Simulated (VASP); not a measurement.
In: single point with PBE

The system is In.

```
CELL_PARAMETERS angstrom
4.56000 0.00000 0.00000
0.00000 4.56000 0.00000
0.00000 0.00000 4.56000
ATOMIC_POSITIONS crystal
In 0.00000 0.00000 0.00000
```

* Program: VASP 6.6.1
* Task: single point
* Functional: PBE
* Potentials or basis: VASP PAW PBE potentials, release 64 (In_d)
* Cutoff: 400 eV
* k mesh: 8 × 8 × 8
* Occupations: gaussian, width 0.1 eV
* Spin: no spin polarisation

```yaml
Pressure: -2.0 GPa
```

Levels at points of the mesh, in eV from the Fermi level:
```tsv
k point	band 3	band 4	band 5	band 6	band 7	band 8	band 9	band 10
(0.00, 0.00, 0.00)	-15.31	-15.31	-15.31	-5.60	2.30	2.30	2.30	3.61
(0.50, 0.00, 0.00)	-15.31	-15.31	-15.31	-5.05	-0.82	2.81	2.81	5.43
(0.50, 0.50, 0.00)	-15.31	-15.31	-15.30	-4.54	-0.07	-0.07	3.10	3.26
(0.50, 0.50, 0.50)	-15.32	-15.30	-15.30	-4.06	0.58	0.58	0.58	4.40
```

It took 22 s on 1 thread of Intel(R) Xeon(R) Platinum 8488C (Sapphire Rapids) (shared host), peak memory 0.17 GiB.

Caveat: spin-orbit coupling is left out, which moves the levels of the heavy elements.
